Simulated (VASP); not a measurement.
# Al3Cu2 (P-3m1) in VASP: further runs

Al3Cu2 is run at these levels: PBEsol; tasks: single point, relaxation of cell and atoms.

Program: VASP 6.6.1. These are calculated values, not measurements. Logs are shortened: lines on timing, memory, paths and dates and some standing lists are left out, and cuts for length are marked.

### 1 The cell of the first run

It takes space group P-3m1 (No. 164, trigonal). The conventional cell has a = 4.099 Å, b = 4.099 Å, c = 4.981 Å, α = 90.00°, β = 90.00°, γ = 120.00°. Within 3.3 Å of Al (site symmetry -3m) lie 6 Cu at 2.49 Å and 6 Al at 2.94 Å. Al (site symmetry 3m) has 5 Cu at 2.44 to 2.56 Å and 6 Al at 2.79 to 2.94 Å within 3.2 Å. Within 3.2 Å of Cu (site symmetry 3m) lie 8 Al at 2.44 to 2.56 Å and 3 Cu at 2.84 Å.

### 2 Single point, PBEsol

Input file INCAR:

```
SYSTEM = Al3Cu2
PREC = Accurate
ENCUT = 520
EDIFF = 1E-6
ISMEAR = 0
SIGMA = 0.1
LREAL = .False.
LASPH = .True.
NELM = 100
ALGO = Normal
ISIF = 2
LWAVE = .False.
LCHARG = .False.
GGA = PS
NBANDS = 24
```

Input file KPOINTS:

```
Automatic mesh
0
Gamma
  12 12 8
  0 0 0
```

Input file POSCAR:

```
Al3Cu2
1.0
    4.0986507229      0.0000000000      0.0000000000
   -2.0493253614      3.5495356473      0.0000000000
    0.0000000000      0.0000000000      4.9811466882
Al Cu
3 2
Direct
    0.0000000000      0.0000000000      0.0000000000
    0.3333333333      0.6666666667      0.3514589362
    0.6666666667      0.3333333333      0.6485410638
    0.3333333333      0.6666666667      0.8422287150
    0.6666666667      0.3333333333      0.1577712850
```

Potentials or basis: VASP PAW PBE potentials, release 64 (Al, Cu).

On the command line:

```
$ cat potpaw_PBE.64/Al/POTCAR potpaw_PBE.64/Cu/POTCAR > POTCAR
$ mpirun -np 1 vasp_std > vasp.out
```

OUTCAR:

```text
SYSTEM = Al3Cu2
   PREC = Accurate
   ENCUT = 520
   EDIFF = 1E-6
   ISMEAR = 0
   LREAL = .False.
   LASPH = .True.
   NELM = 100
   ISIF = 2
   GGA = PS

 ion  position               nearest neighbor table
   1  0.000  0.000  0.000-   4 2.49   5 2.49   5 2.49   4 2.49   5 2.49   4 2.49   2 2.94   3 2.94
                             2 2.94   3 2.94   3 2.94   2 2.94
   2  0.333  0.667  0.351-   4 2.44   4 2.54   5 2.56   5 2.56   5 2.56   3 2.79   3 2.79   3 2.79
                             1 2.94   1 2.94   1 2.94
   3  0.667  0.333  0.649-   5 2.44   5 2.54   4 2.56   4 2.56   4 2.56   2 2.79   2 2.79   2 2.79
                             1 2.94   1 2.94   1 2.94
   4  0.333  0.667  0.842-   2 2.44   1 2.49   1 2.49   1 2.49   2 2.54   3 2.56   3 2.56   3 2.56

   5  0.667  0.333  0.158-   3 2.44   1 2.49   1 2.49   1 2.49   3 2.54   2 2.56   2 2.56   2 2.56

  LATTYP: Found a hexagonal cell.
 ALAT       =     4.0986507229
 C/A-ratio  =     1.2153137764

  Lattice vectors:

 A1 = (   4.0986507229,   0.0000000000,   0.0000000000)
 A2 = (  -2.0493253614,   3.5495356473,   0.0000000000)
 A3 = (   0.0000000000,   0.0000000000,   4.9811466882)

Analysis of symmetry for initial positions (statically):
=====================================================================
 Subroutine PRICEL returns:
 Original cell was already a primitive cell.

 Routine SETGRP: Setting up the symmetry group for a
 hexagonal supercell.

 Subroutine GETGRP returns: Found 12 space group operations
 (whereof 12 operations were pure point group operations)
 out of a pool of 24 trial point group operations.

The static configuration has the point symmetry D_3d.

Analysis of symmetry for dynamics (positions and initial velocities):
=====================================================================
 Subroutine PRICEL returns:
 Original cell was already a primitive cell.

 Routine SETGRP: Setting up the symmetry group for a
 hexagonal supercell.

 Subroutine GETGRP returns: Found 12 space group operations
 (whereof 12 operations were pure point group operations)
 out of a pool of 24 trial point group operations.

The dynamic configuration has the point symmetry D_3d.

 Subroutine INISYM returns: Found 12 space group operations
 (whereof 12 operations are pure point group operations),
 and found     1 'primitive' translations

[... 94 lines left out ...]
   ISPIN  =      1    spin polarized calculation?
   LNONCOLLINEAR =      F non collinear calculations
   LSORBIT =      F    spin-orbit coupling
   LASPH  =      T    aspherical Exc in radial PAW
   ENCUT  =  520.0 eV  38.22 Ry    6.18 a.u.   7.62  7.62  9.26*2*pi/ulx,y,z
   NELM   =    100;   NELMIN=  2; NELMDL= -5     # of ELM steps
   EDIFF  = 0.1E-05   stopping-criterion for ELM
   LREAL  =      F    real-space projection
   EDIFFG = 0.1E-04   stopping-criterion for IOM
   NSW    =      0    number of steps for IOM
   IBRION =     -1    ionic relax: 0-MD 1-quasi-New 2-CG
   NFREE  =      0    steps in history (QN), initial steepest desc. (CG)
   ISIF   =      2    stress and relaxation
   ISYM   =      2    0-nonsym 1-usesym 2-fastsym
   POTIM  = 0.5000    time-step for ionic-motion
   TEBEG  =    0.0;   TEEND  =   0.0 temperature during run
   PSTRESS=    0.0 pullay stress
   NELECT =      31.0000    total number of electrons
   NUPDOWN=      -1.0000    fix difference up-down
   EMIN   =  10.00;   EMAX   =-10.00  energy-range for DOS
   EFERMI =   0.00;   METHOD = LEGACY
   ISMEAR =     0;   SIGMA  =   0.10  broadening in eV -4-tet -1-fermi 0-gaus
   EFERMI_NEDOS =   21; number of points for ismear=-14 and -15
   IALGO  =     38    algorithm
   IMIX   =      4    mixing-type and parameters
     AMIX     =   0.40;   BMIX     =  1.00
     AMIX_MAG =   1.60;   BMIX_MAG =  1.00
  volume/ion in A,a.u.               =      14.49        97.81
  Fermi-wavevector in a.u.,A,eV,Ry     =   1.233526  2.331025 20.702423  1.521585
  Thomas-Fermi vector in A             =   2.368252
   LORBIT       =      0    0 simple, 1 ext, 2 COOP (PROOUT), +10 PAW based schemes
   GGA     = PS    functional components
   LHFCALC =     F    Hartree Fock is set to
   AEXX    =    0.0000 exact exchange contribution
   IVDW    =     0    specifies the selected vdW correction
   LEPSILON=     F    determine dielectric tensor
   LRPA    =     F    only Hartree local field effects (RPA)
 non-spin polarized calculation
 Gauss-broadening in eV      SIGMA  =   0.10
  energy-cutoff  :      520.00
  volume of cell :       72.47
 maximum number of plane-waves:      1986
   NGX = 15   NGY = 15   NGZ = 19

 number of electron      30.9999980 magnetization

 Free energy of the ion-electron system (eV)
  ---------------------------------------------------
  ext. energy  EPLUGINS =         0.00000000
  ---------------------------------------------------
  free energy    TOTEN  =       -21.71912899 eV

  energy without entropy =      -21.71222585  energy(sigma->0) =      -21.71567742

 E-fermi :   8.3103     XC(G=0): -11.0680

 val. band max:        8.2831548690   @ k =   0.1667   0.1667   0.2500
 cond. band min:       8.3151089295   @ k =   0.3333   0.0833   0.0000
 fundamental gap:      0.0319540605
 Fermi energy:         8.3102926110

 k-point     1 :       0.0000    0.0000    0.0000
  band No.  band energies     occupation
      1      -2.9630      2.00000
      2       1.8771      2.00000
      3       2.3979      2.00000
      4       2.9375      2.00000
      5       2.9375      2.00000
      6       3.2938      2.00000
[... 637 lines left out ...]
     23      13.8222      0.00000
     24      14.2277      0.00000

 [... further k-points ...]
[... 5 lines left out ...]
  --------------------------------------------------------------------------------------
  -------------------------------------------------------------------------------------
  Total        0.1519869      0.1519869      0.1727347      0.0000000     -0.0000000      0.0000000
  in kB        3.3602768      3.3602768      3.8189892      0.0000000     -0.0000000      0.0000000
  external PRESSURE =       3.5131810 kB  Pullay stress =       0.0000000 kB

 VOLUME and BASIS-vectors are now :
 -----------------------------------------------------------------------------
  energy-cutoff  :      520.00
  volume of cell :       72.47
      direct lattice vectors                 reciprocal lattice vectors
     4.098650723  0.000000000  0.000000000     0.243982732  0.140863496  0.000000000
    -2.049325361  3.549535647  0.000000000     0.000000000  0.281726992  0.000000000
     0.000000000  0.000000000  4.981146688     0.000000000  0.000000000  0.200756987

 POSITION                                       TOTAL-FORCE (eV/Angst)
 -----------------------------------------------------------------------------------
      0.00000      0.00000      0.00000         0.000000     -0.000000     -0.000000
     -0.00000      2.36636      1.75067        -0.000000     -0.000000      0.003265
      2.04933      1.18318      3.23048        -0.000000      0.000000     -0.003265
     -0.00000      2.36636      4.19526         0.000000     -0.000000      0.001719
      2.04933      1.18318      0.78588         0.000000     -0.000000     -0.001719
 -----------------------------------------------------------------------------------
    total drift:                               -0.000000      0.000000     -0.000000

  FREE ENERGIE OF THE ION-ELECTRON SYSTEM (eV)
  ---------------------------------------------------
  free  energy   TOTEN  =       -21.7191289888 eV

  energy  without entropy=      -21.7122258546  energy(sigma->0) =      -21.71567742
```

OSZICAR:

```text
N       E                     dE             d eps       ncg     rms          rms(c)
DAV:   1     0.173914492904E+03    0.17391E+03   -0.12213E+04  6296   0.148E+03
DAV:   2    -0.157066368309E+02   -0.18962E+03   -0.17659E+03  6312   0.287E+02
DAV:   3    -0.263247877107E+02   -0.10618E+02   -0.10057E+02  8328   0.909E+01
DAV:   4    -0.266294468622E+02   -0.30466E+00   -0.30431E+00  8904   0.129E+01
DAV:   5    -0.266347727545E+02   -0.53259E-02   -0.53253E-02  8992   0.161E+00    0.207E+01
DAV:   6    -0.295853971663E+02   -0.29506E+01   -0.85740E+01  7472   0.258E+02    0.165E+01
DAV:   7    -0.219847798814E+02    0.76006E+01   -0.23661E+01  7744   0.109E+02    0.317E+00
DAV:   8    -0.217611572127E+02    0.22362E+00   -0.23238E+00 10344   0.322E+01    0.178E+00
DAV:   9    -0.217198439823E+02    0.41313E-01   -0.20964E-01  9936   0.978E+00    0.365E-01
DAV:  10    -0.217214709383E+02   -0.16270E-02   -0.14672E-02  9616   0.331E+00    0.376E-01
DAV:  11    -0.217190970046E+02    0.23739E-02   -0.62665E-03  8200   0.232E+00    0.654E-02
DAV:  12    -0.217191346666E+02   -0.37662E-04   -0.41346E-04  8504   0.199E-01    0.302E-02
DAV:  13    -0.217191306839E+02    0.39828E-05   -0.50064E-05  9488   0.178E-01    0.105E-02
DAV:  14    -0.217191293277E+02    0.13561E-05   -0.49986E-06  6920   0.479E-02    0.375E-03
DAV:  15    -0.217191289888E+02    0.33887E-06   -0.38334E-07  4424   0.170E-02
   1 F= -.21719129E+02 E0= -.21715677E+02  d E =-.690313E-02
```

stdout:

```text
POSCAR found type information on POSCAR AlCu
 POSCAR found :  2 types and       5 ions
 scaLAPACK will be used
 -----------------------------------------------------------------------------
|                                                                             |
|                                                                             |
|     You enforced a specific xc type in the INCAR file but a different       |
|     I HOPE YOU KNOW WHAT YOU ARE DOING!                                     |
|                                                                             |
 -----------------------------------------------------------------------------

 LDA part: xc-table for (Slater+PW92), standard interpolation
 POSCAR, INCAR and KPOINTS ok, starting setup
 FFT: planning ... GRIDC
 FFT: planning ... GRID_SOFT
 FFT: planning ... GRID
 WAVECAR not read
 entering main loop
```

Run time: 2.3 min. Hardware: 1 thread of AMD EPYC 9R45 (Zen 5), shared host; peak memory 0.28 GiB.

What came out:

| Property | Result |
| --- | --- |
| Free energy | -21.7191 eV |
| Pressure | 0.4 GPa |
| Largest force | 0.003 eV/Å |

Forces in eV/Å, atoms in the order of the input:
```
Al   0.000  0.000  0.000
Al   0.000  0.000  0.003
Al   0.000  0.000 -0.003
Cu   0.000  0.000  0.002
Cu   0.000  0.000 -0.002
```

Caveat: the PAW data sets were made with another functional, which shifts forces and pressure a little.

### 3 Relaxation of cell and atoms, PBEsol

This run uses another cell than the first one, of 14.98 Å³/atom, 1.034 times its volume.

Input file INCAR:

```
SYSTEM = Al3Cu2
ALGO = Normal
EDIFF = 1E-6
EDIFFG = -0.005
ENCUT = 600
GGA = PS
IBRION = 2
ISIF = 3
ISMEAR = 0
LASPH = .True.
LCHARG = .False.
LREAL = .False.
LWAVE = .False.
NELM = 100
NSW = 70
PREC = Accurate
SIGMA = 0.1
```

Input file KPOINTS:

```
k-points
0
Gamma
  12 12 8
  0 0 0
```

Input file POSCAR:

```
Al3Cu2
1.0
    4.1426523345      0.0000000000      0.0000000000
   -2.0713261672      3.5876421607      0.0000000000
    0.0000000000      0.0000000000      5.0402725445
Al Cu
3 2
Direct
    0.0000000000      0.0000000000      0.0000000000
    0.3333333333      0.6666666667      0.3511894952
    0.6666666667      0.3333333333      0.6488105048
    0.3333333333      0.6666666667      0.8401750527
    0.6666666667      0.3333333333      0.1598249473
```

Potentials or basis: VASP PAW PBE potentials, release 64 (Al, Cu).

On the command line:

```
$ cat potpaw_PBE.64/Al/POTCAR potpaw_PBE.64/Cu/POTCAR > POTCAR
$ mpirun -np 1 vasp_std > vasp.out
```

Run time: 23 min. Hardware: 1 thread of AMD EPYC 9R45 (Zen 5), shared host; peak memory 0.35 GiB.

It converged, with:

| Item | Value |
| --- | --- |
| Free energy | -21.7202 eV |
| Relaxed volume | 14.54 Å³/atom |
| Relaxed cell | a = 4.103 Å, b = 4.103 Å, c = 4.987 Å, α = 90.00°, β = 90.00°, γ = 120.00° |
| Space group after relaxing (to 0.05 Å) | P-3m1 (No. 164) |
| Energy gained by relaxing | 4.6 meV/atom |
| Ionic steps | 27 |
| Pressure after relaxing | 0.0 GPa |
| Largest force after relaxing | 0.003 eV/Å |

Forces in eV/Å, atoms in the order of the input:
```
Al   0.000  0.000  0.000
Al   0.000  0.000  0.001
Al   0.000  0.000 -0.001
Cu   0.000  0.000  0.003
Cu   0.000  0.000 -0.003
```

Stress tensor (GPa, compression positive):
```
 0.03  0.00  0.00
 0.00  0.03  0.00
 0.00  0.00 -0.05
```

The path:
```tsv
step	energy change (eV)	largest force (eV/Å)	pressure (GPa)	volume (Å³)
1	0.0000	0.0599	-3.17	74.91
2	-0.0181	0.0466	1.54	71.74
3	-0.0224	0.0510	-0.03	72.70
4	-0.0224	0.0500	0.11	72.65
5	-0.0226	0.0309	0.05	72.65
6	-0.0227	0.0285	0.08	72.65
7	-0.0228	0.0154	-0.05	72.75
8	-0.0228	0.0118	-0.15	72.77
9	-0.0228	0.0139	-0.17	72.76
10	-0.0228	0.0147	-0.12	72.75
11	-0.0228	0.0058	-0.04	72.69
12	-0.0228	0.0056	0.23	72.69
13	-0.0227	0.0025	-0.26	72.84
14	-0.0228	0.0045	-0.08	72.73
15	-0.0228	0.0053	-0.09	72.72
16	-0.0228	0.0055	-0.11	72.71
17	-0.0228	0.0056	-0.06	72.70
18	-0.0228	0.0055	-0.04	72.70
19	-0.0228	0.0058	0.19	72.69
20	-0.0228	0.0051	-0.17	72.70
21	-0.0228	0.0057	0.05	72.69
22	-0.0228	0.0055	-0.02	72.69
23	-0.0228	0.0055	-0.01	72.69
24	-0.0228	0.0055	-0.01	72.69
25	-0.0228	0.0035	-0.08	72.69
26	-0.0228	0.0016	-0.10	72.70
27	-0.0228	0.0033	0.00	72.70
```

Final structure:
```cif
data_structure
_symmetry_space_group_name_H-M 'P 1'
_symmetry_Int_Tables_number 1
_cell_length_a 4.1027
_cell_length_b 4.1027
_cell_length_c 4.9871
_cell_angle_alpha 90.000
_cell_angle_beta 90.000
_cell_angle_gamma 120.000
_cell_volume 72.70
loop_
_atom_site_label
_atom_site_type_symbol
_atom_site_fract_x
_atom_site_fract_y
_atom_site_fract_z
_atom_site_occupancy
Al1 Al 0.00000 0.00000 0.00000 1
Al2 Al 0.33333 0.66667 0.35145 1
Al3 Al 0.66667 0.33333 0.64855 1
Cu1 Cu 0.33333 0.66667 0.84220 1
Cu2 Cu 0.66667 0.33333 0.15780 1
```

Levels at points of the mesh, in eV from the Fermi level:
```tsv
k point	band 11	band 12	band 13	band 14	band 15	band 16	band 17	band 18	band 19
(0.00, 0.00, 0.00)	-4.12	-3.66	-3.63	-0.20	-0.20	1.33	1.33	2.48	2.85
(0.50, 0.00, 0.00)	-4.26	-4.08	-3.05	-2.97	-2.57	-0.75	-0.09	0.37	3.05
(0.00, 0.00, 0.50)	-4.16	-4.16	1.19	1.19	1.32	1.32	1.81	2.40	2.40
(0.50, 0.00, 0.50)	-4.28	-4.19	-4.12	-3.51	-1.76	-0.17	0.73	0.93	5.12
```

Caveat: the PAW data sets were made with another functional, which shifts forces and pressure a little.
